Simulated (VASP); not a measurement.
# Ga2Se (Fm-3m) in VASP: a series of runs

Runs on Ga2Se. Level: PBE. Tasks: single point, relaxation of cell and atoms.

Program: VASP 6.6.1. These are calculated values, not measurements. Logs are shortened: lines on timing, memory, paths and dates and some standing lists are left out, and cuts for length are marked.

## Step 1: The cell of the first run

It takes space group Fm-3m (No. 225, cubic). The conventional cell has a = 6.214 Å, b = 6.214 Å, c = 6.214 Å, α = 90.00°, β = 90.00°, γ = 90.00°. Ga (site symmetry -43m) has 4 Se at 2.69 Å and 6 Ga at 3.11 Å within 3.5 Å. Se (site symmetry m-3m) has 8 Ga at 2.69 Å within 3.5 Å.

## Step 2: Single point, PBE

File INCAR:

```
SYSTEM = Ga2Se
PREC = Accurate
ENCUT = 520
EDIFF = 1E-6
ISMEAR = 0
SIGMA = 0.1
LREAL = .False.
LASPH = .True.
NELM = 100
ALGO = Normal
ISIF = 2
LWAVE = .False.
LCHARG = .False.
GGA = PE
NBANDS = 23
```

File KPOINTS:

```
regular mesh
0
Gamma
  6 6 6
  0 0 0
```

File POSCAR:

```
Ga2Se
1.0
    0.0000000000      3.1069390087      3.1069390087
    3.1069390087      0.0000000000      3.1069390087
    3.1069390087      3.1069390087      0.0000000000
Ga Se
2 1
Direct
    0.2500000000      0.2500000000      0.2500000000
    0.7500000000      0.7500000000      0.7500000000
    0.0000000000      0.0000000000      0.0000000000
```

Potentials or basis: VASP PAW PBE potentials, release 64 (Ga_d, Se).

Launch:

```
$ cat potpaw_PBE.64/Ga_d/POTCAR potpaw_PBE.64/Se/POTCAR > POTCAR
$ mpirun -np 1 vasp_std > vasp.out
```

OUTCAR:

```text
SYSTEM = Ga2Se
   PREC = Accurate
   ENCUT = 520
   EDIFF = 1E-6
   ISMEAR = 0
   LREAL = .False.
   LASPH = .True.
   NELM = 100
   ISIF = 2
   GGA = PE

 ion  position               nearest neighbor table
   1  0.250  0.250  0.250-   3 2.69   3 2.69   3 2.69   3 2.69
   2  0.750  0.750  0.750-   3 2.69   3 2.69   3 2.69   3 2.69
   3  0.000  0.000  0.000-   2 2.69   2 2.69   2 2.69   1 2.69   2 2.69   1 2.69   1 2.69   1 2.69

  LATTYP: Found a face centered cubic cell.
 ALAT       =     6.2138780174

  Lattice vectors:

 A1 = (   0.0000000000,   3.1069390087,   3.1069390087)
 A2 = (   3.1069390087,   0.0000000000,   3.1069390087)
 A3 = (   3.1069390087,   3.1069390087,   0.0000000000)

Analysis of symmetry for initial positions (statically):
=====================================================================
 Subroutine PRICEL returns:
 Original cell was already a primitive cell.

 Routine SETGRP: Setting up the symmetry group for a
 face centered cubic supercell.

 Subroutine GETGRP returns: Found 48 space group operations
 (whereof 48 operations were pure point group operations)
 out of a pool of 48 trial point group operations.

The static configuration has the point symmetry O_h .

Analysis of symmetry for dynamics (positions and initial velocities):
=====================================================================
 Subroutine PRICEL returns:
 Original cell was already a primitive cell.

 Routine SETGRP: Setting up the symmetry group for a
 face centered cubic supercell.

 Subroutine GETGRP returns: Found 48 space group operations
 (whereof 48 operations were pure point group operations)
 out of a pool of 48 trial point group operations.

The dynamic configuration has the point symmetry O_h .

 Subroutine INISYM returns: Found 48 space group operations
 (whereof 48 operations are pure point group operations),
 and found     1 'primitive' translations

----------------------------------------------------------------------------------------

                                     Primitive cell

  volume of cell :      59.9830

  direct lattice vectors                    reciprocal lattice vectors
     0.000000000  3.106939009  3.106939009    -0.160930098  0.160930098  0.160930098
     3.106939009  0.000000000  3.106939009     0.160930098 -0.160930098  0.160930098
     3.106939009  3.106939009  0.000000000     0.160930098  0.160930098 -0.160930098

  length of vectors
     4.393875284  4.393875284  4.393875284     0.278739107  0.278739107  0.278739107

  position of ions in fractional coordinates (direct lattice)
     0.250000000  0.250000000  0.250000000
     0.750000000  0.750000000  0.750000000
     0.000000000  0.000000000  0.000000000

  ion indices of the primitive-cell ions
   primitive index   ion index
                 1           1
                 2           2
                 3           3

----------------------------------------------------------------------------------------

 KPOINTS: regular mesh

Automatic generation of k-mesh.
 Grid dimensions read from file:
 generate k-points for:    6    6    6

 Generating k-lattice:

  Cartesian coordinates                     Fractional coordinates (reciprocal lattice)
    -0.026821683  0.026821683  0.026821683     0.166666667  0.000000000  0.000000000
     0.026821683 -0.026821683  0.026821683     0.000000000  0.166666667  0.000000000
     0.026821683  0.026821683 -0.026821683     0.000000000  0.000000000  0.166666667

  Length of vectors
     0.046456518  0.046456518  0.046456518

  Shift w.r.t. Gamma in fractional coordinates (k-lattice)
     0.000000000  0.000000000  0.000000000

 Subroutine IBZKPT returns following result:
 ===========================================

 Found     16 irreducible k-points:

 Following reciprocal coordinates:
            Coordinates               Weight
  0.000000  0.000000  0.000000      1.000000
  0.166667  0.000000  0.000000      8.000000
  0.333333  0.000000  0.000000      8.000000
  0.500000  0.000000  0.000000      4.000000
  0.166667  0.166667  0.000000      6.000000
  0.333333  0.166667  0.000000     24.000000
[... 8 lines left out ...]
 -0.333333  0.333333  0.166667     24.000000
 -0.333333  0.500000  0.166667     12.000000
   k-points           NKPTS =     16   k-points in BZ     NKDIM =     16   number of bands    NBANDS=     23
   number of dos      NEDOS =    301   number of ions     NIONS =      3
   total plane-waves  NPLWV =  46656
   dimension x,y,z NGX =    36 NGY =   36 NGZ =   36
   dimension x,y,z NGXF=    72 NGYF=   72 NGZF=   72
   ions per type =               2   1
   NGX,Y,Z   is equivalent  to a cutoff of  13.62, 13.62, 13.62 a.u.
   NGXF,Y,Z  is equivalent  to a cutoff of  27.24, 27.24, 27.24 a.u.
 SYSTEM =  Ga2Se
   PREC   = accura    normal or accurate (medium, high low for compatibility)
   ISTART =      0    job   : 0-new  1-cont  2-samecut
   ICHARG =      2    charge: 1-file 2-atom 10-const
   ISPIN  =      1    spin polarized calculation?
   LNONCOLLINEAR =      F non collinear calculations
   LSORBIT =      F    spin-orbit coupling
   LASPH  =      T    aspherical Exc in radial PAW
   ENCUT  =  520.0 eV  38.22 Ry    6.18 a.u.   8.17  8.17  8.17*2*pi/ulx,y,z
   NELM   =    100;   NELMIN=  2; NELMDL= -5     # of ELM steps
   EDIFF  = 0.1E-05   stopping-criterion for ELM
   LREAL  =      F    real-space projection
   EDIFFG = 0.1E-04   stopping-criterion for IOM
   NSW    =      0    number of steps for IOM
   IBRION =     -1    ionic relax: 0-MD 1-quasi-New 2-CG
   NFREE  =      0    steps in history (QN), initial steepest desc. (CG)
   ISIF   =      2    stress and relaxation
   ISYM   =      2    0-nonsym 1-usesym 2-fastsym
   POTIM  = 0.5000    time-step for ionic-motion
   TEBEG  =    0.0;   TEEND  =   0.0 temperature during run
   PSTRESS=    0.0 pullay stress
   NELECT =      32.0000    total number of electrons
   NUPDOWN=      -1.0000    fix difference up-down
   EMIN   =  10.00;   EMAX   =-10.00  energy-range for DOS
   EFERMI =   0.00;   METHOD = LEGACY
   ISMEAR =     0;   SIGMA  =   0.10  broadening in eV -4-tet -1-fermi 0-gaus
   EFERMI_NEDOS =   21; number of points for ismear=-14 and -15
   IALGO  =     38    algorithm
   IMIX   =      4    mixing-type and parameters
     AMIX     =   0.40;   BMIX     =  1.00
     AMIX_MAG =   1.60;   BMIX_MAG =  1.00
  volume/ion in A,a.u.               =      19.99       134.93
  Fermi-wavevector in a.u.,A,eV,Ry     =   1.327747  2.509079 23.985886  1.762913
  Thomas-Fermi vector in A             =   2.457037
   LORBIT       =      0    0 simple, 1 ext, 2 COOP (PROOUT), +10 PAW based schemes
   GGA     = PE    functional components
   LHFCALC =     F    Hartree Fock is set to
   AEXX    =    0.0000 exact exchange contribution
   IVDW    =     0    specifies the selected vdW correction
   LEPSILON=     F    determine dielectric tensor
   LRPA    =     F    only Hartree local field effects (RPA)
 non-spin polarized calculation
 Gauss-broadening in eV      SIGMA  =   0.10
  energy-cutoff  :      520.00
  volume of cell :       59.98
 maximum number of plane-waves:      1639
 NGX is ok and might be reduce to    36
   NGX = 17   NGY = 17   NGZ = 17

 number of electron      31.9999982 magnetization

 Free energy of the ion-electron system (eV)
  ---------------------------------------------------
  ext. energy  EPLUGINS =         0.00000000
  ---------------------------------------------------
  free energy    TOTEN  =        -8.64927211 eV

  energy without entropy =       -8.64256993  energy(sigma->0) =       -8.64592102

 E-fermi :   6.1239     XC(G=0): -10.4702

 val. band max:        6.0262168453   @ k =   0.1667   0.0000   0.0000
 cond. band min:       6.1502992083   @ k =  -0.3333   0.3333   0.0000
 fundamental gap:      0.1240823630
 Fermi energy:         6.1238753010

 k-point     1 :       0.0000    0.0000    0.0000
  band No.  band energies     occupation
      1      -9.7675      2.00000
      2      -9.3847      2.00000
      3      -9.3847      2.00000
      4      -9.3682      2.00000
      5      -9.3682      2.00000
      6      -9.3682      2.00000
[... 15 lines left out ...]
     22      11.1691      0.00000
     23      12.0382      0.00000

 k-point     2 :       0.1667    0.0000    0.0000
  band No.  band energies     occupation
      1      -9.7706      2.00000
      2      -9.3708      2.00000
      3      -9.3708      2.00000
      4      -9.3515      2.00000
      5      -9.3515      2.00000
      6      -9.2213      2.00000
[... 15 lines left out ...]
     22      10.7562      0.00000
     23      14.1785      0.00000

 k-point     3 :       0.3333    0.0000    0.0000
  band No.  band energies     occupation
      1      -9.7722      2.00000
      2      -9.3308      2.00000
      3      -9.3308      2.00000
      4      -9.3097      2.00000
      5      -9.3097      2.00000
      6      -9.2398      2.00000
[... 15 lines left out ...]
     22      12.1418      0.00000
     23      14.9618      0.00000

 k-point     4 :       0.5000    0.0000    0.0000
  band No.  band energies     occupation
      1      -9.7718      2.00000
      2      -9.2943      2.00000
      3      -9.2943      2.00000
      4      -9.2564      2.00000
      5      -9.2564      2.00000
      6      -9.2540      2.00000
[... 15 lines left out ...]
     22      11.4140      0.00000
     23      13.8445      0.00000

 k-point     5 :       0.1667    0.1667    0.0000
  band No.  band energies     occupation
      1      -9.7767      2.00000
      2      -9.3806      2.00000
      3      -9.3510      2.00000
      4      -9.3402      2.00000
      5      -9.3402      2.00000
      6      -9.2117      2.00000
[... 226 lines left out ...]
 k-point    14 :       0.5000    0.3333    0.1667
  band No.  band energies     occupation
      1      -9.7902      2.00000
      2      -9.3486      2.00000
      3      -9.3035      2.00000
      4      -9.2704      2.00000
      5      -9.2670      2.00000
      6      -9.2636      2.00000
[... 15 lines left out ...]
     22      13.6822      0.00000
     23      13.9443      0.00000

 k-point    15 :      -0.3333    0.3333    0.1667
  band No.  band energies     occupation
      1      -9.7910      2.00000
      2      -9.3165      2.00000
      3      -9.3159      2.00000
      4      -9.3033      2.00000
      5      -9.2644      2.00000
      6      -9.2622      2.00000
[... 15 lines left out ...]
     22      12.8345      0.00000
     23      15.3011      0.00000

 k-point    16 :      -0.3333    0.5000    0.1667
  band No.  band energies     occupation
      1      -9.8011      2.00000
      2      -9.3433      2.00000
      3      -9.3118      2.00000
      4      -9.2995      2.00000
      5      -9.2633      2.00000
      6      -9.2545      2.00000
[... 15 lines left out ...]
     22      14.0475      0.00000
     23      14.5275      0.00000

------------------------ aborting loop because EDIFF is reached ----------------------------------------

  FORCE on cell =-STRESS in cart. coord.  units (eV):
  Direction    XX          YY          ZZ          XY          YZ          ZX
  --------------------------------------------------------------------------------------
  -------------------------------------------------------------------------------------
  Total        5.0949702      5.0949702      5.0949702      0.0000000      0.0000000      0.0000000
  in kB      136.0893225    136.0893225    136.0893225      0.0000000      0.0000000      0.0000000
  external PRESSURE =     136.0893225 kB  Pullay stress =       0.0000000 kB

 VOLUME and BASIS-vectors are now :
 -----------------------------------------------------------------------------
  energy-cutoff  :      520.00
  volume of cell :       59.98
      direct lattice vectors                 reciprocal lattice vectors
     0.000000000  3.106939009  3.106939009    -0.160930098  0.160930098  0.160930098
     3.106939009  0.000000000  3.106939009     0.160930098 -0.160930098  0.160930098
     3.106939009  3.106939009  0.000000000     0.160930098  0.160930098 -0.160930098

 POSITION                                       TOTAL-FORCE (eV/Angst)
 -----------------------------------------------------------------------------------
      1.55347      1.55347      1.55347        -0.000000      0.000000      0.000000
      4.66041      4.66041      4.66041         0.000000     -0.000000     -0.000000
      0.00000      0.00000      0.00000        -0.000000     -0.000000      0.000000
 -----------------------------------------------------------------------------------
    total drift:                                0.000000      0.000000      0.000000

  FREE ENERGIE OF THE ION-ELECTRON SYSTEM (eV)
  ---------------------------------------------------
  free  energy   TOTEN  =        -8.6492721068 eV

  energy  without entropy=       -8.6425699303  energy(sigma->0) =       -8.64592102
```

Wall time 10 s (1 thread of Intel Xeon 6975P-C (Granite Rapids), shared host); peak memory 0.2 GiB.

Results:

```
Free energy            : -8.6493 eV
Pressure               : 13.6 GPa
Band gap on the k mesh : zero (bands 16 and 17 overlap by 0.83 eV)
```

Levels at points of the mesh, in eV from the Fermi level:
| k point | band 14 | band 15 | band 16 | band 17 | band 18 | band 19 |
| --- | --- | --- | --- | --- | --- | --- |
| (0.00, 0.00, 0.00) | -3.97 | -3.97 | -1.47 | -0.54 | -0.54 | -0.54 |
| (0.50, 0.00, 0.00) | -4.76 | -4.76 | 0.28 | 0.28 | 1.13 | 3.09 |
| (0.50, 0.50, 0.00) | -5.96 | -4.81 | -2.07 | 2.20 | 4.42 | 4.42 |

Caveat: the cell stands under pressure.

[end of part 1 of 2]
